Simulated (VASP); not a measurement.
# BAs: single point with PBE

The system is BAs.

```xyz
2
Lattice="0.0000 2.1446 2.1446 2.1446 0.0000 2.1446 2.1446 2.1446 0.0000" Properties=species:S:1:pos:R:3 pbc="T T T"
B     1.0723    1.0723    1.0723
As    0.0000    0.0000    0.0000
```

```yaml
Program: VASP 6.6.1
Task: single point
Functional: PBE
Potentials_or_basis: VASP PAW PBE potentials, release 64 (B, As)
Cutoff: 500 eV
k_mesh: 6 × 6 × 6
Occupations: methfessel-paxton, width 0.1 eV
Spin: no spin polarisation
Dipole_correction: no
Further_INCAR_settings: ALGO = Normal; EDIFF = 1e-06; NBANDS = 11
```

```json
{
  "Pressure": "92.8 GPa",
  "Band gap on the k mesh": "0.91 eV, indirect (least direct gap 3.80 eV)"
}
```

Levels at points of the mesh, in eV from the valence-band top:
```
           k point  band 1  band 2  band 3  band 4  band 5  band 6  band 7  band 8
(0.00, 0.00, 0.00)  -18.79    0.00    0.00    0.00    3.80    3.80    3.80    8.85
(0.50, 0.00, 0.00)  -14.56  -11.55   -2.41   -2.41    4.88    5.10    5.10    9.26
(0.50, 0.50, 0.00)  -12.73  -10.59   -5.60   -5.60    0.91    1.11   14.73   14.73
```

Wall time 3.5 s on 1 thread of Intel(R) Xeon(R) 6975P-C (Granite Rapids) (shared host), peak memory 0.13 GiB.

Caveat: the k points lie up to 0.42 Å⁻¹ apart. As with any semilocal functional, this PBE gap is likely too small.
